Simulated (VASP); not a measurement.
# Pb (Fm-3m) in VASP: further runs

Aim: see how the results for Pb move with the level of theory and the settings. Levels: PBE exchange alone, LDA, RPBE+D4. Tasks: single point.

Program: VASP 6.6.1. These are calculated values, not measurements. Logs are shortened: lines on timing, memory, paths and dates and some standing lists are left out, and cuts for length are marked.

## 1. The cell of the first run

It takes space group Fm-3m (No. 225, cubic). The conventional cell has a = 4.917 Å, b = 4.917 Å, c = 4.917 Å, α = 90.00°, β = 90.00°, γ = 90.00°. Pb (site symmetry m-3m) has 12 Pb at 3.48 Å within 4.6 Å.

## 2. Single point, PBE exchange alone

File INCAR:

```
SYSTEM = Pb
  AGGAC = 0.0
  ALDAC = 0.0
  ALGO = Normal
  EDIFF = 1E-6
  ENCUT = 520
  GGA = PE
  ISIF = 2
  ISMEAR = -1
  LASPH = .TRUE.
  LCHARG = .TRUE.
  LELF = .TRUE.
  LREAL = .FALSE.
  LVHAR = .TRUE.
  LWAVE = .FALSE.
  NBANDS = 13
  NELM = 80
  PREC = Accurate
  SIGMA = 0.05
```

File KPOINTS:

```
k-points
0
G
  9 9 9
  0 0 0
```

File POSCAR:

```
Pb
1.0
    0.0000000000      2.4584086270      2.4584086270
    2.4584086270      0.0000000000      2.4584086270
    2.4584086270      2.4584086270      0.0000000000
Pb
1
Direct
    0.0000000000      0.0000000000      0.0000000000
```

Potentials or basis: VASP PAW PBE potentials, release 64 (Pb_d).

Launch:

```bash
$ cat potpaw_PBE.64/Pb_d/POTCAR > POTCAR
$ mpirun -np 1 vasp_std > vasp.out
```

OUTCAR:

```text
SYSTEM = Pb
   EDIFF = 1E-6
   ENCUT = 520
   GGA = PE
   ISIF = 2
   ISMEAR = -1
   LASPH = .TRUE.
   LREAL = .FALSE.
   NELM = 80
   PREC = Accurate

 ion  position               nearest neighbor table
   1  0.000  0.000  0.000-

  LATTYP: Found a face centered cubic cell.
 ALAT       =     4.9168172540

  Lattice vectors:

 A1 = (   0.0000000000,   2.4584086270,   2.4584086270)
 A2 = (   2.4584086270,   0.0000000000,   2.4584086270)
 A3 = (   2.4584086270,   2.4584086270,   0.0000000000)

Analysis of symmetry for initial positions (statically):
[... 5 lines left out ...]
 face centered cubic supercell.

 Subroutine GETGRP returns: Found 48 space group operations
 (whereof 48 operations were pure point group operations)
 out of a pool of 48 trial point group operations.

The static configuration has the point symmetry O_h .

Analysis of symmetry for dynamics (positions and initial velocities):
[... 5 lines left out ...]
 face centered cubic supercell.

 Subroutine GETGRP returns: Found 48 space group operations
 (whereof 48 operations were pure point group operations)
 out of a pool of 48 trial point group operations.

The dynamic configuration has the point symmetry O_h .

 Subroutine INISYM returns: Found 48 space group operations
 (whereof 48 operations are pure point group operations),
 and found     1 'primitive' translations

----------------------------------------------------------------------------------------

                                     Primitive cell

  volume of cell :      29.7161

  direct lattice vectors                    reciprocal lattice vectors
     0.000000000  2.458408627  2.458408627    -0.203383601  0.203383601  0.203383601
     2.458408627  0.000000000  2.458408627     0.203383601 -0.203383601  0.203383601
     2.458408627  2.458408627  0.000000000     0.203383601  0.203383601 -0.203383601

  length of vectors
     3.476714822  3.476714822  3.476714822     0.352270731  0.352270731  0.352270731

  position of ions in fractional coordinates (direct lattice)
     0.000000000  0.000000000  0.000000000

  ion indices of the primitive-cell ions
   primitive index   ion index
                 1           1

----------------------------------------------------------------------------------------

 KPOINTS: k-points

Automatic generation of k-mesh.
 Grid dimensions read from file:
 generate k-points for:    9    9    9

 Generating k-lattice:

  Cartesian coordinates                     Fractional coordinates (reciprocal lattice)
    -0.022598178  0.022598178  0.022598178     0.111111111  0.000000000  0.000000000
     0.022598178 -0.022598178  0.022598178     0.000000000  0.111111111  0.000000000
     0.022598178  0.022598178 -0.022598178     0.000000000  0.000000000  0.111111111

  Length of vectors
     0.039141192  0.039141192  0.039141192

  Shift w.r.t. Gamma in fractional coordinates (k-lattice)
     0.000000000  0.000000000  0.000000000

 Subroutine IBZKPT returns following result:
 ===========================================

 Found     35 irreducible k-points:

 Following reciprocal coordinates:
            Coordinates               Weight
  0.000000  0.000000  0.000000      1.000000
  0.111111  0.000000  0.000000      8.000000
  0.222222  0.000000  0.000000      8.000000
  0.333333  0.000000  0.000000      8.000000
  0.444444  0.000000  0.000000      8.000000
  0.111111  0.111111  0.000000      6.000000
[... 16 lines left out ...]
 -0.333333  0.333333  0.000000     12.000000
  0.444444  0.444444  0.000000      6.000000
 [... further k-points ...]
   k-points           NKPTS =     35   k-points in BZ     NKDIM =     35   number of bands    NBANDS=     13
   number of dos      NEDOS =    301   number of ions     NIONS =      1
   total plane-waves  NPLWV =  21952
   dimension x,y,z NGX =    28 NGY =   28 NGZ =   28
   dimension x,y,z NGXF=    56 NGYF=   56 NGZF=   56
   ions per type =               1
   NGX,Y,Z   is equivalent  to a cutoff of  13.39, 13.39, 13.39 a.u.
   NGXF,Y,Z  is equivalent  to a cutoff of  26.78, 26.78, 26.78 a.u.
 SYSTEM =  Pb
   PREC   = accura    normal or accurate (medium, high low for compatibility)
   ISTART =      0    job   : 0-new  1-cont  2-samecut
   ICHARG =      2    charge: 1-file 2-atom 10-const
   ISPIN  =      1    spin polarized calculation?
   LNONCOLLINEAR =      F non collinear calculations
   LSORBIT =      F    spin-orbit coupling
   LASPH  =      T    aspherical Exc in radial PAW
   ENCUT  =  520.0 eV  38.22 Ry    6.18 a.u.   6.46  6.46  6.46*2*pi/ulx,y,z
   NELM   =     80;   NELMIN=  2; NELMDL= -5     # of ELM steps
   EDIFF  = 0.1E-05   stopping-criterion for ELM
   LREAL  =      F    real-space projection
   EDIFFG = 0.1E-04   stopping-criterion for IOM
   NSW    =      0    number of steps for IOM
   IBRION =     -1    ionic relax: 0-MD 1-quasi-New 2-CG
   NFREE  =      0    steps in history (QN), initial steepest desc. (CG)
   ISIF   =      2    stress and relaxation
   ISYM   =      2    0-nonsym 1-usesym 2-fastsym
   POTIM  = 0.5000    time-step for ionic-motion
   TEBEG  =    0.0;   TEEND  =   0.0 temperature during run
   PSTRESS=    0.0 pullay stress
   NELECT =      14.0000    total number of electrons
   NUPDOWN=      -1.0000    fix difference up-down
   EMIN   =  10.00;   EMAX   =-10.00  energy-range for DOS
   EFERMI =   0.00;   METHOD = LEGACY
   ISMEAR =    -1;   SIGMA  =   0.05  broadening in eV -4-tet -1-fermi 0-gaus
   EFERMI_NEDOS =   21; number of points for ismear=-14 and -15
   IALGO  =     38    algorithm
   IMIX   =      4    mixing-type and parameters
     AMIX     =   0.40;   BMIX     =  1.00
     AMIX_MAG =   1.60;   BMIX_MAG =  1.00
  volume/ion in A,a.u.               =      29.72       200.53
  Fermi-wavevector in a.u.,A,eV,Ry     =   1.273855  2.407238 22.078274  1.622707
  Thomas-Fermi vector in A             =   2.406656
   LORBIT       =      0    0 simple, 1 ext, 2 COOP (PROOUT), +10 PAW based schemes
   GGA     = PE    functional components
   LHFCALC =     F    Hartree Fock is set to
   AEXX    =    0.0000 exact exchange contribution
   IVDW    =     0    specifies the selected vdW correction
   LEPSILON=     F    determine dielectric tensor
   LRPA    =     F    only Hartree local field effects (RPA)
 non-spin polarized calculation
  energy-cutoff  :      520.00
  volume of cell :       29.72
 maximum number of plane-waves:       821
 NGX is ok and might be reduce to    28
   NGX = 13   NGY = 13   NGZ = 13

 number of electron      13.9999999 magnetization

 Free energy of the ion-electron system (eV)
  ---------------------------------------------------
  ext. energy  EPLUGINS =         0.00000000
  ---------------------------------------------------
  free energy    TOTEN  =        -2.02561775 eV

  energy without entropy =       -2.02243785  energy(sigma->0) =       -2.02402780

 E-fermi :   8.9328     XC(G=0):  -8.6370

 val. band max:        8.7080189408   @ k =  -0.3333   0.3333   0.1111
 cond. band min:       8.9397902259   @ k =  -0.2222   0.3333   0.1111
 fundamental gap:      0.2317712851
 Fermi energy:         8.9327899078

 k-point     1 :       0.0000    0.0000    0.0000
  band No.  band energies     occupation
      1      -7.9032      2.00000
      2      -7.9032      2.00000
      3      -7.9032      2.00000
      4      -7.7512      2.00000
      5      -7.7512      2.00000
      6      -2.8638      2.00000
      7      16.4786      0.00000
      8      16.4786      0.00000
      9      16.4786      0.00000
     10      19.0799      0.00000
     11      21.0500      0.00000
     12      21.8231      0.00000
     13      21.8231      0.00000

 k-point     2 :       0.1111    0.0000    0.0000
  band No.  band energies     occupation
      1      -7.9039      2.00000
      2      -7.8854      2.00000
      3      -7.8854      2.00000
      4      -7.7514      2.00000
      5      -7.7514      2.00000
      6      -2.6225      2.00000
      7      14.1755      0.00000
      8      16.2007      0.00000
      9      16.2007      0.00000
     10      18.7122      0.00000
     11      21.8889      0.00000
     12      22.3134      0.00000
     13      22.3134      0.00000

 k-point     3 :       0.2222    0.0000    0.0000
  band No.  band energies     occupation
      1      -7.9102      2.00000
      2      -7.8643      2.00000
      3      -7.8643      2.00000
      4      -7.7269      2.00000
      5      -7.7269      2.00000
      6      -1.8998      2.00000
      7      10.6919      0.00000
      8      15.5984      0.00000
      9      15.5984      0.00000
     10      18.4161      0.00000
     11      21.2399      0.00000
     12      21.9275      0.00000
     13      21.9275      0.00000

 k-point     4 :       0.3333    0.0000    0.0000
  band No.  band energies     occupation
      1      -7.9236      2.00000
      2      -7.8747      2.00000
      3      -7.8747      2.00000
      4      -7.6631      2.00000
      5      -7.6631      2.00000
      6      -0.7401      2.00000
      7       7.5390      2.00000
      8      15.0118      0.00000
      9      15.0118      0.00000
     10      18.3433      0.00000
     11      19.9647      0.00000
     12      21.0516      0.00000
     13      21.0516      0.00000

 k-point     5 :       0.4444    0.0000    0.0000
  band No.  band energies     occupation
      1      -7.9355      2.00000
      2      -7.8892      2.00000
      3      -7.8892      2.00000
      4      -7.6128      2.00000
      5      -7.6128      2.00000
      6       0.5417      2.00000
      7       5.2356      2.00000
      8      14.6619      0.00000
      9      14.6619      0.00000
     10      18.5122      0.00000
     11      19.1151      0.00000
     12      20.6086      0.00000
     13      20.6086      0.00000

 k-point     6 :       0.1111    0.1111    0.0000
  band No.  band energies     occupation
      1      -7.9240      2.00000
      2      -7.8663      2.00000
      3      -7.8663      2.00000
      4      -7.7735      2.00000
      5      -7.7358      2.00000
      6      -2.5423      2.00000
      7      14.8768      0.00000
      8      15.3161      0.00000
      9      15.3161      0.00000
     10      18.2482      0.00000
     11      20.8868      0.00000
     12      23.2139      0.00000
     13      23.2860      0.00000

 k-point     7 :       0.2222    0.1111    0.0000
  band No.  band energies     occupation
      1      -7.9337      2.00000
      2      -7.8404      2.00000
      3      -7.8336      2.00000
      4      -7.7802      2.00000
      5      -7.7096      2.00000
      6      -1.9800      2.00000
      7      11.8770      0.00000
      8      14.4854      0.00000
      9      15.0238      0.00000
     10      18.3898      0.00000
     11      19.6324      0.00000
     12      22.6064      0.00000
     13      23.6904      0.00000
[... 193 lines left out ...]
 k-point    20 :       0.3333    0.3333    0.0000
  band No.  band energies     occupation
      1      -8.0358      2.00000
      2      -7.9189      2.00000
      3      -7.6567      2.00000
      4      -7.6567      2.00000
      5      -7.6511      2.00000
      6      -0.0277      2.00000
      7       9.0402      0.20903
      8      11.9745      0.00000
      9      11.9745      0.00000
     10      15.7454      0.00000
     11      16.4300      0.00000
     12      27.3285      0.00000
     13      27.3340      0.00000

 k-point    21 :       0.4444    0.3333    0.0000
  band No.  band energies     occupation
      1      -8.0356      2.00000
      2      -7.9369      2.00000
      3      -7.6671      2.00000
      4      -7.6314      2.00000
      5      -7.5962      2.00000
      6       1.0100      2.00000
      7       7.4810      2.00000
      8      10.5071      0.00000
      9      11.6632      0.00000
     10      15.6560      0.00000
     11      17.3780      0.00000
     12      26.2471      0.00000
     13      26.6383      0.00000

 k-point    22 :      -0.4444    0.3333    0.0000
  band No.  band energies     occupation
      1      -8.0026      2.00000
      2      -7.8925      2.00000
      3      -7.6866      2.00000
      4      -7.6647      2.00000
      5      -7.5990      2.00000
      6       1.9290      2.00000
      7       6.6054      2.00000
      8       8.6475      1.99337
      9      11.9186      0.00000
     10      15.8280      0.00000
     11      19.9695      0.00000
     12      25.3681      0.00000
     13      25.6250      0.00000

 k-point    23 :      -0.3333    0.3333    0.0000
  band No.  band energies     occupation
      1      -7.9633      2.00000
      2      -7.7925      2.00000
      3      -7.7416      2.00000
      4      -7.7168      2.00000
      5      -7.6470      2.00000
      6       1.7778      2.00000
      7       7.2731      2.00000
      8       7.5110      2.00000
      9      12.7093      0.00000
     10      16.3115      0.00000
     11      23.0796      0.00000
     12      24.6410      0.00000
     13      24.7195      0.00000

 k-point    24 :       0.4444    0.4444    0.0000
  band No.  band energies     occupation
      1      -8.0743      2.00000
      2      -7.9768      2.00000
      3      -7.6214      2.00000
      4      -7.5794      2.00000
      5      -7.5794      2.00000
      6       1.7971      2.00000
      7       6.3146      2.00000
      8      11.1798      0.00000
      9      11.1798      0.00000
     10      14.9212      0.00000
     11      16.0674      0.00000
     12      27.4163      0.00000
     13      29.2919      0.00000

 [... further k-points ...]
[... 5 lines left out ...]
  --------------------------------------------------------------------------------------
  -------------------------------------------------------------------------------------
  Total        2.3936187      2.3936187      2.3936187     -0.0000000     -0.0000000      0.0000000
  in kB      129.0545554    129.0545554    129.0545554     -0.0000000     -0.0000000      0.0000000
  external PRESSURE =     129.0545554 kB  Pullay stress =       0.0000000 kB

 VOLUME and BASIS-vectors are now :
 -----------------------------------------------------------------------------
  energy-cutoff  :      520.00
  volume of cell :       29.72
      direct lattice vectors                 reciprocal lattice vectors
     0.000000000  2.458408627  2.458408627    -0.203383601  0.203383601  0.203383601
     2.458408627  0.000000000  2.458408627     0.203383601 -0.203383601  0.203383601
     2.458408627  2.458408627  0.000000000     0.203383601  0.203383601 -0.203383601

 POSITION                                       TOTAL-FORCE (eV/Angst)
 -----------------------------------------------------------------------------------
      0.00000      0.00000      0.00000         0.000000      0.000000      0.000000
 -----------------------------------------------------------------------------------
    total drift:                               -0.000000     -0.000000     -0.000000

  FREE ENERGIE OF THE ION-ELECTRON SYSTEM (eV)
  ---------------------------------------------------
  free  energy   TOTEN  =        -2.0256177487 eV

  energy  without entropy=       -2.0224378525  energy(sigma->0) =       -2.02402780
```

Run time: 24 s. Hardware: 1 thread of Intel Xeon 8259CL, shared host; peak memory 0.16 GiB.

What came out:

```
Free energy            : -2.0256 eV
Pressure               : 12.9 GPa
Band gap on the k mesh : zero (band 7 reaches 16.48 eV, above the bottom of band 8 at 7.51 eV)
```

Levels at points of the mesh, in eV from the Fermi level:
```
           k point  band 5  band 6  band 7  band 8  band 9  band 10
(0.00, 0.00, 0.00)  -16.68  -11.80    7.55    7.55    7.55    10.15
```

Caveat: spin-orbit coupling is left out, which moves the levels of the heavy elements.

(Continued in part 2 of 2.)
